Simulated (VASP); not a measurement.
# LaB2Sb3 (P1) in VASP: single point with PBEsol

Aim: the single point of LaB2Sb3 with PBEsol.

All numbers are computed with VASP 6.6.1; they aren't measurements. Logs are shortened: lines on timing, memory, paths and dates and some standing lists are left out, and cuts for length are marked.

### Step 1. The cell of the first run

The typed cell holds 6 atoms: a = 6.013 Å, b = 6.911 Å, c = 3.683 Å, α = 89.64°, β = 91.58°, γ = 121.86°.

### Step 2. Single point, PBEsol

The input, INCAR:

```
PREC = Accurate
ENCUT = 520
EDIFF = 1E-7
ISMEAR = -1
SIGMA = 0.05
LREAL = F
LASPH = T
NELM = 100
ALGO = Normal
ISIF = 2
LWAVE = F
LCHARG = T
GGA = PS
LELF = T
LVHAR = T
NBANDS = 25
```

The input, KPOINTS:

```
regular mesh
0
Gamma
  4 4 6
```

The input, POSCAR:

```
LaB2Sb3
1.0
    2.6868143308     -5.3787833825     -0.0926300519
    3.6213915315      5.8867221036      0.0241866299
   -0.0346471636      0.0330104795      3.6824083365
La B Sb
1 2 3
Direct
    0.3998060681      0.3337159939     -0.1984479494
   -0.0261696160      0.5694817150      0.7718514979
    0.4730436068      0.0798302099      0.3006408943
    0.4069519027      0.8561369565     -0.1923259268
    0.9175567370      0.3496655480      0.2744656239
   -0.1315906361     -0.1671512170      0.5674065868
```

Potentials or basis: VASP PAW PBE potentials, release 64 (La, B, Sb).

Run with:

```console
$ cat potpaw_PBE.64/La/POTCAR potpaw_PBE.64/B/POTCAR potpaw_PBE.64/Sb/POTCAR > POTCAR
$ mpirun -np 1 vasp_std > vasp.out
```

OUTCAR:

```text
PREC = Accurate
   ENCUT = 520
   EDIFF = 1E-7
   ISMEAR = -1
   LREAL = F
   LASPH = T
   NELM = 100
   ISIF = 2
   GGA = PS

 ion  position               nearest neighbor table
   1  0.400  0.334  0.802-   3 2.72   3 2.75   6 3.23   4 3.32   6 3.34   5 3.47   5 3.48   5 3.49
                             4 3.59   5 3.67
   2  0.974  0.569  0.772-   5 2.29   4 2.29   5 2.30   6 2.34
   3  0.473  0.080  0.301-   4 2.28   5 2.32   4 2.32   1 2.72   1 2.75
   4  0.407  0.856  0.808-   3 2.28   2 2.29   3 2.32   6 3.02   6 3.25   1 3.32   5 3.57   1 3.59
                             5 3.63   5 3.70   5 3.76
   5  0.918  0.350  0.274-   2 2.29   2 2.30   3 2.32   1 3.47   1 3.48   1 3.49   4 3.57   6 3.59
                             4 3.63   1 3.67   6 3.68   4 3.70   4 3.76
   6  0.868  0.833  0.567-   2 2.34   4 3.02   1 3.23   4 3.25   1 3.34   5 3.59   5 3.68

  LATTYP: Found a triclinic cell.
 ALAT       =     6.0132239481
 B/A-ratio  =     1.1493801450
 C/A-ratio  =     0.6124367409
 COS(alpha) =     0.0062042732
 COS(beta)  =     0.0276246536
 COS(gamma) =     0.5278029323

  Lattice vectors:

 A1 = (   2.6868143308,  -5.3787833825,  -0.0926300519)
 A2 = (  -3.6213915315,  -5.8867221036,  -0.0241866299)
 A3 = (   0.0346471636,  -0.0330104795,  -3.6824083365)

Analysis of symmetry for initial positions (statically):
=====================================================================
 Subroutine PRICEL returns:
 Original cell was already a primitive cell.

 Routine SETGRP: Setting up the symmetry group for a
 triclinic supercell.

 Subroutine GETGRP returns: Found  1 space group operations
 (whereof  1 operations were pure point group operations)
 out of a pool of  2 trial point group operations.

The static configuration has the point symmetry C_1 .

Analysis of symmetry for dynamics (positions and initial velocities):
=====================================================================
 Subroutine PRICEL returns:
 Original cell was already a primitive cell.

 Routine SETGRP: Setting up the symmetry group for a
 triclinic supercell.

 Subroutine GETGRP returns: Found  1 space group operations
 (whereof  1 operations were pure point group operations)
 out of a pool of  2 trial point group operations.

The dynamic configuration has the point symmetry C_1 .

 Subroutine INISYM returns: Found  1 space group operations
 (whereof  1 operations are pure point group operations),
 and found     1 'primitive' translations
[... 103 lines left out ...]
   EDIFF  = 0.1E-06   stopping-criterion for ELM
   LREAL  =      F    real-space projection
   EDIFFG = 0.1E-05   stopping-criterion for IOM
   NSW    =      0    number of steps for IOM
   IBRION =     -1    ionic relax: 0-MD 1-quasi-New 2-CG
   NFREE  =      0    steps in history (QN), initial steepest desc. (CG)
   ISIF   =      2    stress and relaxation
   ISYM   =      2    0-nonsym 1-usesym 2-fastsym
   POTIM  = 0.5000    time-step for ionic-motion
   TEBEG  =    0.0;   TEEND  =   0.0 temperature during run
   PSTRESS=    0.0 pullay stress
   NELECT =      32.0000    total number of electrons
   NUPDOWN=      -1.0000    fix difference up-down
   EMIN   =  10.00;   EMAX   =-10.00  energy-range for DOS
   EFERMI =   0.00;   METHOD = LEGACY
   ISMEAR =    -1;   SIGMA  =   0.05  broadening in eV -4-tet -1-fermi 0-gaus
   EFERMI_NEDOS =   21; number of points for ismear=-14 and -15
   IALGO  =     38    algorithm
   IMIX   =      4    mixing-type and parameters
     AMIX     =   0.40;   BMIX     =  1.00
     AMIX_MAG =   1.60;   BMIX_MAG =  1.00
  volume/ion in A,a.u.               =      21.66       146.15
  Fermi-wavevector in a.u.,A,eV,Ry     =   1.026139  1.939122 14.326417  1.052962
  Thomas-Fermi vector in A             =   2.160016
   LORBIT       =      0    0 simple, 1 ext, 2 COOP (PROOUT), +10 PAW based schemes
   GGA     = PS    functional components
   LHFCALC =     F    Hartree Fock is set to
   AEXX    =    0.0000 exact exchange contribution
   IVDW    =     0    specifies the selected vdW correction
   LEPSILON=     F    determine dielectric tensor
   LRPA    =     F    only Hartree local field effects (RPA)
 non-spin polarized calculation
  energy-cutoff  :      520.00
  volume of cell :      129.94
 maximum number of plane-waves:      3518
 NGX is ok and might be reduce to    48
   NGX = 23   NGY = 25   NGZ = 13

 number of electron      31.9999999 magnetization

 Free energy of the ion-electron system (eV)
  ---------------------------------------------------
  ext. energy  EPLUGINS =         0.00000000
  ---------------------------------------------------
  free energy    TOTEN  =       -32.63605546 eV

  energy without entropy =      -32.62734312  energy(sigma->0) =      -32.63169929

 E-fermi :   8.2967     XC(G=0): -10.3220

 val. band max:        8.2516062271   @ k =   0.5000  -0.2500   0.3333
 cond. band min:       8.3140189769   @ k =   0.5000  -0.0000   0.3333
 fundamental gap:      0.0624127498
 Fermi energy:         8.2967432200

 k-point     1 :       0.0000    0.0000    0.0000
  band No.  band energies     occupation
      1     -24.5318      2.00000
      2      -8.5658      2.00000
      3      -8.4071      2.00000
      4      -7.8269      2.00000
      5      -4.7452      2.00000
      6      -2.0554      2.00000
[... 661 lines left out ...]
     24      10.4762      0.00000
     25      10.5627      0.00000

 [... further k-points ...]

------------------------ aborting loop because EDIFF is reached ----------------------------------------

  FORCE on cell =-STRESS in cart. coord.  units (eV):
  Direction    XX          YY          ZZ          XY          YZ          ZX
  --------------------------------------------------------------------------------------
  -------------------------------------------------------------------------------------
  Total        0.2485845      0.2333067      0.2745998      0.0413006     -0.0227693     -0.0105637
  in kB        3.0649909      2.8766191      3.3857536      0.5092265     -0.2807400     -0.1302480
  external PRESSURE =       3.1091212 kB  Pullay stress =       0.0000000 kB

 VOLUME and BASIS-vectors are now :
 -----------------------------------------------------------------------------
  energy-cutoff  :      520.00
  volume of cell :      129.94
      direct lattice vectors                 reciprocal lattice vectors
     2.686814331 -5.378783382 -0.092630052     0.166814584 -0.102631163  0.002489554
     3.621391532  5.886722104  0.024186630     0.152402988  0.076115523  0.000751606
    -0.034647164  0.033010480  3.682408336     0.003195172 -0.003081600  0.271619097

 POSITION                                       TOTAL-FORCE (eV/Angst)
 -----------------------------------------------------------------------------------
      2.25495     -0.15952      2.92268        -0.002814      0.008402     -0.003597
      4.65208     -1.86016      2.76584        -0.015305      0.020028      0.016715
      1.54966     -2.06454      1.06520         0.004734      0.060529      0.008671
      4.16583      2.87760      2.95720        -0.005749     -0.054501      0.000396
      3.72207     -2.86789      0.93416         0.000867     -0.075940     -0.002730
      5.32967      0.25049      2.02913         0.018268      0.041482     -0.019455
 -----------------------------------------------------------------------------------
    total drift:                               -0.000202      0.000431     -0.000464

  FREE ENERGIE OF THE ION-ELECTRON SYSTEM (eV)
  ---------------------------------------------------
  free  energy   TOTEN  =       -32.6360554637 eV

  energy  without entropy=      -32.6273431187  energy(sigma->0) =      -32.63169929
```

Run time: 2.8 min. Hardware: 1 thread of Intel Xeon 6975P-C (Granite Rapids), shared host; peak memory 0.39 GiB.

Results:

- Free energy: -32.6361 eV
- Pressure: 0.3 GPa
- Largest force: 0.076 eV/Å
- Band gap on the k mesh: zero (bands 16 and 17 overlap by 0.82 eV)

Forces on the atoms (eV/Å):
```
La  -0.003  0.008 -0.004
B   -0.015  0.020  0.017
B    0.005  0.061  0.009
Sb  -0.006 -0.055  0.000
Sb   0.001 -0.076 -0.003
Sb   0.018  0.041 -0.019
```

Caveat: the PAW data sets were made with another functional, which shifts forces and pressure a little; spin-orbit coupling is left out, which moves the levels of the heavy elements.

The gap in the log of VASP goes by the Fermi energy; the results here count the filled bands.